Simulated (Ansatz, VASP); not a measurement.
Two plane-wave programs on AlGa3As4

```
Al Ga As
1.0
     3.99718    0.00000    0.00000
    -1.99859    3.46166    0.00000
     0.00000    0.00000   13.17614
Al Ga As
1 3 4
Cartesian
  0.0000 0.0000 13.1673
  1.9986 1.1539 3.2752
  1.9986 1.1539 9.8598
  0.0000 0.0000 6.5698
  1.9986 1.1539 0.8129
  1.9986 1.1539 7.3991
  0.0000 0.0000 4.1076
  0.0000 0.0000 10.6989
```

Alike in both runs: task single point; functional r2SCAN; k mesh 12 × 12 × 2; occupations gaussian, width 0.02 eV; no spin polarisation.

```csv
,VASP,Ansatz
version,VASP 6.6.1,Ansatz 0.2.0
potentials or method,"VASP PAW PBE potentials, release 64 (Al, Ga_d, As), cutoff 520 eV","scalar-relativistic, plane waves, PAW"
valence electrons in the cell,62,102
```

Ansatz gave:

```
gap on the k mesh at the Fermi level (eV) : 1.10
least direct gap on the mesh (eV)         : 1.10
pressure (GPa)                            : 0.0
rms of the force components (eV/Å)        : 0.004
```

**Question.** Which values does VASP return?

**Answer.** gap on the k mesh at the Fermi level (eV): 1.08; least direct gap on the mesh (eV): 1.08; pressure (GPa): 0.1; rms of the force components (eV/Å): 0.006.

VASP's potentials were made for PBE, not for r2SCAN. Atom by atom the forces differ by 0.005 eV/Å (rms over components). VASP's potentials hold 62 valence electrons a cell and Ansatz's 102, so a difference there can come from the potentials and not from the codes.
